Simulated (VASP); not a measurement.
# SrTa2O2 (I4/mmm) in VASP: notebook

The runs below take SrTa2O2 through single point, relaxation of cell and atoms, with PBE.

Everything below comes from runs of VASP 6.6.1. Logs are shortened: lines on timing, memory, paths and dates and some standing lists are left out, and cuts for length are marked.

## (1) The cell of the first run

It takes space group I4/mmm (No. 139, tetragonal). Conventional cell: a = 3.944 Å, b = 3.944 Å, c = 9.974 Å, α = 90.00°, β = 90.00°, γ = 90.00°. Sr (site symmetry 4/mmm) has 10 O at 3.09 to 3.67 Å and 8 Ta at 3.18 Å and 4 Sr at 3.94 Å within 4.1 Å. Within 3.0 Å of Ta (site symmetry -4m2) lie 4 O at 2.29 Å and 4 Ta at 2.79 Å. O (site symmetry 4mm) has 4 Ta at 2.29 Å and 1 O at 2.64 Å and 4 Sr at 3.09 Å within 3.1 Å.

The cell was built from a structure type or drawn by symmetry, and may not be a known phase.

## (2) Single point, PBE

The input, INCAR:

```
PREC = Accurate ; ENCUT = 520
EDIFF = 1E-7 ; ISMEAR = 0
SIGMA = 0.1 ; LREAL = F
LASPH = T ; NELM = 100
ALGO = Normal ; ISIF = 2
LWAVE = F ; LCHARG = T
GGA = PE ; LELF = T
LVHAR = T ; NBANDS = 30
```

The input, KPOINTS:

```
Automatic mesh
0
Gamma
  6 6 6
```

The input, POSCAR:

```
SrTa2O2
1.0
   -1.9718164500      1.9718164500      4.9871481500
    1.9718164500     -1.9718164500      4.9871481500
    1.9718164500      1.9718164500     -4.9871481500
Sr Ta O
1 2 2
Direct
    0.0000000000      0.0000000000      0.0000000000
    0.2500000000      0.7500000000      0.5000000000
    0.7500000000      0.2500000000      0.5000000000
    0.6323649900      0.6323649900      0.0000000000
    0.3676350100      0.3676350100      0.0000000000
```

Potentials or basis: VASP PAW PBE potentials, release 64 (Sr_sv, Ta_pv, O).

Run with:

```sh
$ cat potpaw_PBE.64/Sr_sv/POTCAR potpaw_PBE.64/Ta_pv/POTCAR potpaw_PBE.64/O/POTCAR > POTCAR
$ mpirun -np 1 vasp_std > vasp.out
```

OUTCAR:

```text
PREC = Accurate
   ENCUT = 520
   EDIFF = 1E-7
   ISMEAR = 0
   LREAL = F
   LASPH = T
   NELM = 100
   ISIF = 2
   GGA = PE

 ion  position               nearest neighbor table
   1  0.000  0.000  0.000-   4 3.09   4 3.09   5 3.09   4 3.09   5 3.09   5 3.09   4 3.09   5 3.09
                             2 3.18   3 3.18   3 3.18   2 3.18   3 3.18   2 3.18   2 3.18   3 3.18
   2  0.250  0.750  0.500-   5 2.29   4 2.29   5 2.29   4 2.29   3 2.79   3 2.79   3 2.79   3 2.79
                             1 3.18   1 3.18   1 3.18   1 3.18
   3  0.750  0.250  0.500-   5 2.29   4 2.29   5 2.29   4 2.29   2 2.79   2 2.79   2 2.79   2 2.79
                             1 3.18   1 3.18   1 3.18   1 3.18
   4  0.632  0.632  0.000-   2 2.29   3 2.29   2 2.29   3 2.29   1 3.09   1 3.09   1 3.09   1 3.09

   5  0.368  0.368  0.000-   2 2.29   3 2.29   2 2.29   3 2.29   1 3.09   1 3.09   1 3.09   1 3.09

  LATTYP: Found a body centered tetragonal cell.
 ALAT       =     3.9436329000
 C/A-ratio  =     2.5292152066

  Lattice vectors:

 A1 = (  -1.9718164500,   1.9718164500,   4.9871481500)
 A2 = (   1.9718164500,  -1.9718164500,   4.9871481500)
 A3 = (   1.9718164500,   1.9718164500,  -4.9871481500)

Analysis of symmetry for initial positions (statically):
=====================================================================
 Subroutine PRICEL returns:
 Original cell was already a primitive cell.

 Routine SETGRP: Setting up the symmetry group for a
 body centered tetragonal supercell.

 Subroutine GETGRP returns: Found 16 space group operations
 (whereof 16 operations were pure point group operations)
 out of a pool of 16 trial point group operations.

The static configuration has the point symmetry D_4h.

Analysis of symmetry for dynamics (positions and initial velocities):
=====================================================================
 Subroutine PRICEL returns:
 Original cell was already a primitive cell.

 Routine SETGRP: Setting up the symmetry group for a
 body centered tetragonal supercell.

 Subroutine GETGRP returns: Found 16 space group operations
 (whereof 16 operations were pure point group operations)
 out of a pool of 16 trial point group operations.

The dynamic configuration has the point symmetry D_4h.

 Subroutine INISYM returns: Found 16 space group operations
 (whereof 16 operations are pure point group operations),
 and found     1 'primitive' translations

----------------------------------------------------------------------------------------

                                     Primitive cell

  volume of cell :      77.5613

  direct lattice vectors                    reciprocal lattice vectors
    -1.971816450  1.971816450  4.987148150     0.000000000  0.253573298  0.100257699
     1.971816450 -1.971816450  4.987148150     0.253573298  0.000000000  0.100257699
     1.971816450  1.971816450 -4.987148150     0.253573298  0.253573298  0.000000000

  length of vectors
     5.713822442  5.713822442  5.713822442     0.272673841  0.272673841  0.358606797

  position of ions in fractional coordinates (direct lattice)
     0.000000000  0.000000000  0.000000000
     0.250000000  0.750000000  0.500000000
     0.750000000  0.250000000  0.500000000
     0.632364990  0.632364990  0.000000000
     0.367635010  0.367635010  0.000000000

  ion indices of the primitive-cell ions
   primitive index   ion index
                 1           1
                 2           2
                 3           3
                 4           4
                 5           5

----------------------------------------------------------------------------------------

 KPOINTS: Automatic mesh

Automatic generation of k-mesh.
 Grid dimensions read from file:
 generate k-points for:    6    6    6

 Generating k-lattice:

  Cartesian coordinates                     Fractional coordinates (reciprocal lattice)
     0.000000000  0.042262216  0.016709617     0.166666667 -0.000000000  0.000000000
     0.042262216  0.000000000  0.016709617    -0.000000000  0.166666667  0.000000000
     0.042262216  0.042262216  0.000000000     0.000000000  0.000000000  0.166666667

  Length of vectors
     0.045445640  0.045445640  0.059767799

  Shift w.r.t. Gamma in fractional coordinates (k-lattice)
     0.000000000  0.000000000  0.000000000

 Subroutine IBZKPT returns following result:
 ===========================================

 Found     30 irreducible k-points:

 Following reciprocal coordinates:
            Coordinates               Weight
  0.000000  0.000000  0.000000      1.000000
  0.166667  0.000000 -0.000000      8.000000
  0.333333  0.000000  0.000000      8.000000
  0.500000  0.000000 -0.000000      4.000000
  0.166667  0.166667 -0.000000      8.000000
  0.333333  0.166667 -0.000000     16.000000
[... 16 lines left out ...]
 -0.333333 -0.333333  0.166667      8.000000
 -0.166667 -0.333333  0.166667      8.000000
 [... further k-points ...]
[... 39 lines left out ...]
  volume/ion in A,a.u.               =      15.51       104.68
  Fermi-wavevector in a.u.,A,eV,Ry     =   1.355223  2.560999 24.988846  1.836628
  Thomas-Fermi vector in A             =   2.482328
   LORBIT       =      0    0 simple, 1 ext, 2 COOP (PROOUT), +10 PAW based schemes
   GGA     = PE    functional components
   LHFCALC =     F    Hartree Fock is set to
   AEXX    =    0.0000 exact exchange contribution
   IVDW    =     0    specifies the selected vdW correction
   LEPSILON=     F    determine dielectric tensor
   LRPA    =     F    only Hartree local field effects (RPA)
 non-spin polarized calculation
 Gauss-broadening in eV      SIGMA  =   0.10
  energy-cutoff  :      520.00
  volume of cell :       77.56
 maximum number of plane-waves:      2114
   NGX = 21   NGY = 21   NGZ = 21

 number of electron      43.9999997 magnetization

 Free energy of the ion-electron system (eV)
  ---------------------------------------------------
  ext. energy  EPLUGINS =         0.00000000
  ---------------------------------------------------
  free energy    TOTEN  =       -37.47916867 eV

  energy without entropy =      -37.46424093  energy(sigma->0) =      -37.47170480

 E-fermi :   5.7152     XC(G=0): -11.4274

 val. band max:        5.6932471472   @ k =   0.3333   0.1667  -0.0000
 cond. band min:       5.7719386191   @ k =   0.3333   0.1667  -0.0000
 fundamental gap:      0.0786914718
 Fermi energy:         5.7152273578

 k-point     1 :       0.0000    0.0000    0.0000
  band No.  band energies     occupation
      1     -29.5606      2.00000
      2     -29.5606      2.00000
      3     -29.4294      2.00000
      4     -29.2642      2.00000
      5     -28.9844      2.00000
      6     -28.6662      2.00000
[... 22 lines left out ...]
     29       9.4123      0.00000
     30      10.4425      0.00000

 k-point     2 :       0.1667    0.0000   -0.0000
  band No.  band energies     occupation
      1     -29.5189      2.00000
      2     -29.5041      2.00000
      3     -29.4459      2.00000
      4     -29.2249      2.00000
      5     -29.0010      2.00000
      6     -28.7406      2.00000
[... 22 lines left out ...]
     29       9.5063      0.00000
     30      10.3680      0.00000

 k-point     3 :       0.3333    0.0000    0.0000
  band No.  band energies     occupation
      1     -29.4774      2.00000
      2     -29.3792      2.00000
      3     -29.3474      2.00000
      4     -29.1562      2.00000
      5     -29.0446      2.00000
      6     -28.9268      2.00000
[... 22 lines left out ...]
     29       9.3006      0.00000
     30       9.5355      0.00000

 k-point     4 :       0.5000    0.0000   -0.0000
  band No.  band energies     occupation
      1     -29.4821      2.00000
      2     -29.1882      2.00000
      3     -29.1789      2.00000
      4     -29.1277      2.00000
      5     -29.1276      2.00000
      6     -29.1139      2.00000
[... 616 lines left out ...]
     29       9.6185      0.00000
     30       9.6986      0.00000

 k-point    23 :      -0.3333   -0.3333    0.1667
  band No.  band energies     occupation
      1     -29.6297      2.00000
      2     -29.5160      2.00000
      3     -29.3242      2.00000
      4     -29.1078      2.00000
      5     -29.0151      2.00000
      6     -28.9500      2.00000
[... 22 lines left out ...]
     29       9.5800      0.00000
     30      10.3164      0.00000

 k-point    24 :      -0.1667   -0.3333    0.1667
  band No.  band energies     occupation
      1     -29.5426      2.00000
      2     -29.5043      2.00000
      3     -29.4981      2.00000
      4     -29.1431      2.00000
      5     -29.0006      2.00000
      6     -28.7424      2.00000
[... 22 lines left out ...]
     29       9.4709      0.00000
     30      10.4056      0.00000

 [... further k-points ...]

------------------------ aborting loop because EDIFF is reached ----------------------------------------

  FORCE on cell =-STRESS in cart. coord.  units (eV):
  Direction    XX          YY          ZZ          XY          YZ          ZX
  --------------------------------------------------------------------------------------
  -------------------------------------------------------------------------------------
  Total       -3.4813225     -3.4813225     15.8120078      0.0000000      0.0000000      0.0000000
  in kB      -71.9133651    -71.9133651    326.6272175      0.0000000      0.0000000      0.0000000
  external PRESSURE =      60.9334957 kB  Pullay stress =       0.0000000 kB

 VOLUME and BASIS-vectors are now :
 -----------------------------------------------------------------------------
  energy-cutoff  :      520.00
  volume of cell :       77.56
      direct lattice vectors                 reciprocal lattice vectors
    -1.971816450  1.971816450  4.987148150     0.000000000  0.253573298  0.100257699
     1.971816450 -1.971816450  4.987148150     0.253573298  0.000000000  0.100257699
     1.971816450  1.971816450 -4.987148150     0.253573298  0.253573298  0.000000000

 POSITION                                       TOTAL-FORCE (eV/Angst)
 -----------------------------------------------------------------------------------
      0.00000      0.00000      0.00000        -0.000000     -0.000000      0.000000
      1.97182      0.00000      2.49357        -0.000000     -0.000000      0.000000
      0.00000      1.97182      2.49357        -0.000000     -0.000000      0.000000
      0.00000      0.00000      6.30740        -0.000000     -0.000000      0.021119
      0.00000      0.00000      3.66690         0.000000      0.000000     -0.021119
 -----------------------------------------------------------------------------------
    total drift:                               -0.000000      0.000000     -0.000000

  FREE ENERGIE OF THE ION-ELECTRON SYSTEM (eV)
  ---------------------------------------------------
  free  energy   TOTEN  =       -37.4791686654 eV

  energy  without entropy=      -37.4642409349  energy(sigma->0) =      -37.47170480
```

It took 50 s on 1 thread of Intel Xeon 6975P-C (Granite Rapids), shared host; peak memory 0.29 GiB.

What came out:

- Free energy: -37.4792 eV
- Pressure: 6.1 GPa
- Largest force: 0.021 eV/Å
- Band gap on the k mesh: zero (bands 22 and 23 overlap by 0.96 eV)

Forces in eV/Å, atoms in the order of the input:
```
Sr   0.000  0.000  0.000
Ta   0.000  0.000  0.000
Ta   0.000  0.000  0.000
O    0.000  0.000  0.021
O    0.000  0.000 -0.021
```

Stress tensor (GPa, compression positive):
```
-7.19  0.00  0.00
 0.00 -7.19  0.00
 0.00  0.00 32.66
```

Caveat: the cell stands under pressure; spin-orbit coupling is left out, which moves the levels of the heavy elements.

## (3) Single point, PBE

This run uses another cell than the first one, of 16.76 Å³/atom.

The input, INCAR:

```
  ALGO = Normal
  EDIFF = 1E-7
  ENCUT = 520
  GGA = PE
  ISIF = 2
  ISMEAR = 0
  LASPH = T
  LCHARG = F
  LREAL = F
  LWAVE = F
  NBANDS = 30
  NELM = 80
  PREC = Accurate
  SIGMA = 0.1
```

The input, KPOINTS:

```
k-points
0
Gamma
  6 6 6
```

The input, POSCAR:

```
SrTa2O2
1.0
   -1.8608893754      1.8608893754      6.0493626139
    1.8608893754     -1.8608893754      6.0493626139
    1.8608893754      1.8608893754     -6.0493626139
Sr Ta O
1 2 2
Direct
    0.0000000000      0.0000000000      0.0000000000
    0.2500000000      0.7500000000      0.5000000000
    0.7500000000      0.2500000000      0.5000000000
    0.6301283118      0.6301283118      0.0000000000
    0.3698716882      0.3698716882      0.0000000000
```

Potentials or basis: VASP PAW PBE potentials, release 64 (Sr_sv, Ta_pv, O).

Run with:

```sh
$ cat potpaw_PBE.64/Sr_sv/POTCAR potpaw_PBE.64/Ta_pv/POTCAR potpaw_PBE.64/O/POTCAR > POTCAR
$ mpirun -np 1 vasp_std > vasp.out
```

It took 92 s on 1 thread of Intel Xeon 6975P-C (Granite Rapids), shared host; peak memory 0.38 GiB.

Results (log left out):

```
Free energy            : -39.7270 eV
Pressure               : 0.3 GPa
Largest force          : 0.036 eV/Å
Band gap on the k mesh : zero (bands 22 and 23 overlap by 0.57 eV)
```

Forces in eV/Å, atoms in the order of the input:
```
Sr   0.000  0.000  0.000
Ta   0.000  0.000  0.000
Ta   0.000  0.000  0.000
O    0.000  0.000 -0.036
O    0.000  0.000  0.036
```

Levels at points of the mesh, in eV from the Fermi level:
| k point | band 20 | band 21 | band 22 | band 23 | band 24 | band 25 |
| --- | --- | --- | --- | --- | --- | --- |
| (0.00, 0.00, 0.00) | -3.35 | -1.50 | -1.43 | 0.54 | 1.07 | 1.49 |
| (0.50, 0.00, 0.00) | -1.46 | -0.13 | -0.02 | 0.02 | 0.64 | 0.72 |
| (0.50, 0.50, 0.00) | -2.45 | -2.40 | -1.93 | 1.32 | 1.84 | 1.98 |
| (0.50, 0.50, 0.50) | -2.47 | -1.81 | -0.95 | -0.55 | 0.20 | 1.52 |

Caveat: spin-orbit coupling is left out, which moves the levels of the heavy elements.

## (4) Relaxation of cell and atoms, PBE

The input, INCAR:

```
SYSTEM = SrTa2O2
PREC = Accurate ; ENCUT = 600
EDIFF = 1E-6 ; ISMEAR = 0
SIGMA = 0.1 ; LREAL = .False.
LASPH = .True. ; NELM = 80
ALGO = Normal ; ISIF = 3
LWAVE = .False. ; LCHARG = .False.
GGA = PE ; IBRION = 2
NSW = 90 ; EDIFFG = -0.04
```

The input, KPOINTS:

```
Automatic mesh
0
Gamma
  6 6 6
  0 0 0
```

The input, POSCAR:

```
SrTa2O2
1.0
   -1.9718164500      1.9718164500      4.9871481500
    1.9718164500     -1.9718164500      4.9871481500
    1.9718164500      1.9718164500     -4.9871481500
Sr Ta O
1 2 2
Direct
    0.0000000000      0.0000000000      0.0000000000
    0.2500000000      0.7500000000      0.5000000000
    0.7500000000      0.2500000000      0.5000000000
    0.6323649900      0.6323649900      0.0000000000
    0.3676350100      0.3676350100      0.0000000000
```

Run with:

```sh
$ cat potpaw_PBE.64/Sr_sv/POTCAR potpaw_PBE.64/Ta_pv/POTCAR potpaw_PBE.64/O/POTCAR > POTCAR
$ mpirun -np 1 vasp_std > vasp.out
```

Wall time 5.6 min (1 thread of Intel Xeon 6975P-C (Granite Rapids), shared host); peak memory 0.4 GiB.

The run converged. Its results:

```yaml
Free_energy: -39.7173 eV
Relaxed_volume: 16.73 Å³/atom
Relaxed_cell: a = 6.585 Å, b = 6.585 Å, c = 6.585 Å, α = 147.15°, β = 147.15°, γ = 47.13°
Space_group_after_relaxing_to_0.1_Å: I4/mmm (No. 139)
Energy_gained_by_relaxing: 446.7 meV/atom
Ionic_steps: 8
Pressure_after_relaxing: 0.0 GPa
Largest_force_after_relaxing: 0.006 eV/Å
Band_gap_on_the_k_mesh: zero (bands 22 and 23 overlap by 0.57 eV)
```

Forces in eV/Å, atoms in the order of the input:
```
Sr   0.000  0.000  0.000
Ta   0.000  0.000  0.000
Ta   0.000  0.000  0.000
O    0.000  0.000  0.006
O    0.000  0.000 -0.006
```

Step by step:
```csv
step,energy change (eV),largest force (eV/Å),pressure (GPa),volume (Å³)
1,0.0000,0.0235,6.03,77.56
2,-1.9705,0.6399,-0.50,83.41
3,-2.1937,0.0347,-2.13,86.28
4,-2.2154,0.1994,-1.90,85.61
5,-2.2168,0.2618,2.05,83.00
6,-2.2260,0.2314,0.10,84.25
7,-2.2312,0.1302,0.05,83.99
8,-2.2335,0.0059,0.01,83.66
```

Final structure:
```yaml
crystal:
  lattice:
    - [-1.86158, 1.86158, 6.03529]
    - [1.86158, -1.86158, 6.03529]
    - [1.86158, 1.86158, -6.03529]
  atoms:
    - { symbol: Sr, position: [0.00000, 0.00000, 0.00000] }
    - { symbol: Ta, position: [0.25000, 0.75000, 0.50000] }
    - { symbol: Ta, position: [0.75000, 0.25000, 0.50000] }
    - { symbol: O, position: [0.62969, 0.62969, 0.00000] }
    - { symbol: O, position: [0.37031, 0.37031, 0.00000] }
```

Levels at points of the mesh, in eV from the Fermi level:
```tsv
k point	band 19	band 20	band 21	band 22	band 23	band 24	band 25	band 26
(0.00, 0.00, 0.00)	-3.73	-3.35	-1.49	-1.43	0.55	1.07	1.48	1.48
(0.50, 0.00, 0.00)	-1.75	-1.46	-0.13	-0.02	0.02	0.64	0.74	1.96
(0.50, 0.50, 0.00)	-2.65	-2.44	-2.40	-1.92	1.32	1.84	1.97	2.62
(0.50, 0.50, 0.50)	-3.72	-2.48	-1.79	-0.94	-0.55	0.22	1.51	1.51
```

Caveat: a cell axis changed by over 15 % at a fixed basis, so the end point is rough; spin-orbit coupling is left out, which moves the levels of the heavy elements.

## (5) Single point, PBE

This run uses another cell than the first one, of 16.72 Å³/atom.

The input, INCAR:

```
PREC = Accurate
ENCUT = 520
EDIFF = 1E-6
ISMEAR = 0
SIGMA = 0.1
LREAL = F
LASPH = T
NELM = 100
ALGO = Normal
ISIF = 2
LWAVE = F
LCHARG = F
GGA = PE
NBANDS = 30
```

The input, KPOINTS:

```
Automatic mesh
0
Gamma
  14 14 14
```

The input, POSCAR:

```
SrTa2O2
1.0
   -1.8593283869      1.8593283869      6.0468628575
    1.8593283869     -1.8593283869      6.0468628575
    1.8593283869      1.8593283869     -6.0468628575
Sr Ta O
1 2 2
Direct
    0.0000000000      0.0000000000      0.0000000000
    0.2500000000      0.7500000000      0.5000000000
    0.7500000000      0.2500000000      0.5000000000
    0.6299249857      0.6299249857      0.0000000000
    0.3700750143      0.3700750143      0.0000000000
```

Run with:

```sh
$ cat potpaw_PBE.64/Sr_sv/POTCAR potpaw_PBE.64/Ta_pv/POTCAR potpaw_PBE.64/O/POTCAR > POTCAR
$ mpirun -np 1 vasp_std > vasp.out
```

Wall time 9.1 min (1 thread of Intel Xeon 6975P-C (Granite Rapids), shared host); peak memory 0.78 GiB.

The run converged. Its results:

```yaml
Free_energy: -39.7473 eV
Pressure: 0.3 GPa
Largest_force: 0.038 eV/Å
Band_gap_on_the_k_mesh: zero (bands 22 and 23 overlap by 0.75 eV)
```

Forces on the atoms (eV/Å):
```
Sr   0.000  0.000  0.000
Ta   0.000  0.000  0.000
Ta   0.000  0.000  0.000
O    0.000  0.000 -0.038
O    0.000  0.000  0.038
```

Levels at points of the mesh, in eV from the Fermi level:
```
           k point  band 18  band 19  band 20  band 21  band 22  band 23  band 24  band 25  band 26  band 27
(0.00, 0.00, 0.00)    -5.22    -3.70    -3.36    -1.51    -1.43     0.51     1.08     1.50     1.50     1.76
(0.50, 0.00, 0.00)    -5.59    -1.75    -1.45    -0.09    -0.01     0.06     0.66     0.73     1.94     1.96
(0.50, 0.50, 0.00)    -5.07    -2.64    -2.42    -2.38    -1.91     1.34     1.88     1.98     2.46     2.64
(0.50, 0.50, 0.50)    -5.21    -3.70    -2.48    -1.81    -0.94    -0.56     0.19     1.52     1.52     3.26
```

Caveat: spin-orbit coupling is left out, which moves the levels of the heavy elements.

## (6) The runs side by side

| task | cell | k mesh | cutoff (eV) | gap on the mesh (eV) | pressure (GPa) | largest force (eV/Å) |
| --- | --- | --- | --- | --- | --- | --- |
| single point | a = 5.714 Å, angles 139.6, 139.6, 58.4°, 5 atoms, atomic positions A | 6 × 6 × 6 | 520 | none | 6.1 | 0.02 |
| single point | a = 6.597 Å, angles 147.2, 147.2, 47.0°, 5 atoms, atomic positions B | 6 × 6 × 6 | 520 | none | 0.3 | 0.04 |
| relaxation of cell and atoms | relaxed from a = 5.714 Å, angles 139.6, 139.6, 58.4°, 5 atoms, atomic positions A | 6 × 6 × 6 | 600 | none | 0.0 | 0.01 |
| single point | a = 6.594 Å, angles 147.2, 147.2, 47.0°, 5 atoms, atomic positions B | 14 × 14 × 14 | 520 | none | 0.3 | 0.04 |

Alike in all rows: level PBE; potentials or basis VASP PAW PBE potentials, release 64 (Sr_sv, Ta_pv, O); no spin polarisation; smearing gaussian 0.1 eV.

Caveats: spin-orbit coupling is left out, which moves the levels of the heavy elements; the cell stands under pressure (at least some runs); a cell axis changed by over 15 % at a fixed basis, so the end point is rough (at least some runs).

Total energies depend on the potentials used, so only differences within one code and one set of settings carry meaning.
